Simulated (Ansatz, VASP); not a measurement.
CdGeAs2: VASP beside Ansatz

The input INCAR:

```
SYSTEM = CdGeAs2
PREC     = Accurate       ! precision mode
ENCUT    = 520            ! plane-wave cutoff, eV
EDIFF    = 1E-6           ! SCF threshold, eV
ISMEAR   = 0              ! smearing method
SIGMA    = 0.1            ! smearing width, eV
LREAL    = .False.        ! projectors in reciprocal space
LASPH    = .True.         ! aspherical terms in the spheres
NELM     = 60             ! most SCF steps
ALGO     = Normal         ! electronic algorithm
ISIF     = 2              ! what is computed and relaxed
LWAVE    = .False.        ! write WAVECAR
LCHARG   = .False.        ! write CHGCAR
GGA      = PS             ! functional
NBANDS   = 46             ! bands
```

Contents of KPOINTS:

```
Automatic mesh
0
Gamma
  4 4 4
  0 0 0
```

POSCAR

```
CdGeAs2
1.0
   -2.9888745628      2.9888745628      5.6642966801
    2.9888745628     -2.9888745628      5.6642966801
    2.9888745628      2.9888745628     -5.6642966801
Cd Ge As
2 2 4
Direct
    0.2500000000      0.7500000000      0.5000000000
    0.5000000000      0.5000000000      0.0000000000
    0.0000000000      0.0000000000      0.0000000000
    0.7500000000      0.2500000000      0.5000000000
    0.8750000000      0.3462175700      0.9712175700
    0.6537824300      0.6250000000      0.5287824300
    0.3750000000      0.9037824300      0.0287824300
    0.0962175700      0.1250000000      0.4712175700
```

Input for Ansatz:

```yaml
crystal:
  lattice:
    - [-2.9888745628, 2.9888745628, 5.6642966801]
    - [2.9888745628, -2.9888745628, 5.6642966801]
    - [2.9888745628, 2.9888745628, -5.6642966801]
  atoms:
    - { symbol: Cd, position: [0.25, 0.75, 0.5] }
    - { symbol: Cd, position: [0.5, 0.5, 0.0] }
    - { symbol: Ge, position: [0.0, 0.0, 0.0] }
    - { symbol: Ge, position: [0.75, 0.25, 0.5] }
    - { symbol: As, position: [0.875, 0.34621757, 0.97121757] }
    - { symbol: As, position: [0.65378243, 0.625, 0.52878243] }
    - { symbol: As, position: [0.375, 0.90378243, 0.02878243] }
    - { symbol: As, position: [0.09621757, 0.125, 0.47121757] }
basis:
  ecutwfc: 420
kpoints:
  mp_grid: { grid: [4, 4, 4] }
hamiltonian:
  xc: pbesol
scf:
  occupations: { method: gaussian, width: 0.1 }
output:
  forces: true
  stress: true
  eigenvalues: true
```

Alike in both runs: task single point; functional PBEsol; k mesh 4 × 4 × 4; occupations gaussian, width 0.1 eV; no spin polarisation.

|  | VASP | Ansatz |
| --- | --- | --- |
| version | VASP 6.6.1 | Ansatz 0.2.0 |
| potentials or method | VASP PAW PBE potentials, release 64 (Cd, Ge_d, As), cutoff 520 eV | scalar-relativistic, plane waves, PAW |
| valence electrons in the cell | 72 | 128 |

```tsv
	VASP	Ansatz	Ansatz less VASP
gap on the k mesh at the Fermi level (eV)	0.21	0.21	+0.002
least direct gap on the mesh (eV)	0.21	0.21	+0.002
pressure (GPa)	-0.5	-0.7	-0.24
rms of the force components (eV/Å)	0.068	0.071	+0.0033
```

VASP's potentials were made for PBE, not for PBEsol. Atom by atom the forces differ by 0.003 eV/Å (rms over components). The functional is the same, so the differences come from potentials, cutoffs and numerics. VASP's potentials hold 72 valence electrons a cell and Ansatz's 128, so a difference there can come from the potentials and not from the codes.
